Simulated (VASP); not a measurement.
Here is a VASP 6.6.1 calculation.

Contents of INCAR:

```
ALGO = Normal
EDIFF = 1E-7
ENCUT = 520
ISIF = 2
ISMEAR = 0
LASPH = True
LCHARG = False
LREAL = False
LWAVE = False
NBANDS = 10
NELM = 100
PREC = Accurate
SIGMA = 0.15
```

The input KPOINTS:

```
k-points
0
Gamma
  12 12 12
```

Contents of POSCAR:

```
Rb
1.0
   -3.0653060563      2.8437176667      2.7308451955
    3.0653060563     -2.8437176667      2.7308451955
    3.0653060563      2.8437176667     -2.7308451955
Rb
1
Direct
    0.0000000000      0.0000000000      0.0000000000
```

Potentials or basis: VASP PAW LDA potentials, release 64 (Rb_sv).

Command:

```sh
$ cat potpaw_LDA.64/Rb_sv/POTCAR > POTCAR
$ mpirun -np 1 vasp_std > vasp.out
```

Task: Predict the pressure.

Result: -0.5 GPa.

Caveat: the cell differs from its parent crystal (strain +0.0375 x Voigt [1, -1, 0, 0, 0, 0]).
